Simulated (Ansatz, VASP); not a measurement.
**TiIn2: VASP beside Ansatz**

```
CELL_PARAMETERS angstrom
4.14652 0.00000 0.00000
-2.07326 3.59099 0.00000
0.00000 0.00000 4.58655
ATOMIC_POSITIONS crystal
Ti 0.00000 0.00000 0.00000
In 0.33333 0.66667 0.50000
In 0.66667 0.33333 0.50000
```

Change from the starting cell: species swapped into the EuSi2 type (P6/mmm, No. 191).

Alike in both runs: task single point; functional PBE; k mesh 6 × 6 × 4; occupations gaussian, width 0.1 eV; no spin polarisation.

|  | VASP | Ansatz |
| --- | --- | --- |
| version | VASP 6.6.1 | Ansatz 0.2.0 |
| potentials or method | VASP PAW PBE potentials, release 64 (Ti_sv, In_d), cutoff 520 eV | scalar-relativistic, plane waves, PAW |
| valence electrons in the cell | 38 | 38 |

Ansatz gave:

- gap on the k mesh at the Fermi level (eV): none
- pressure (GPa): 14.6
- traceless stress, the component that is largest in VASP (GPa): -30.48

Q: Estimate VASP's values.

A: gap on the k mesh at the Fermi level (eV): none; pressure (GPa): 14.7; traceless stress, the component that is largest in VASP (GPa): -30.61.

A gap of «none» marks a metal or a gap that the smearing closes.
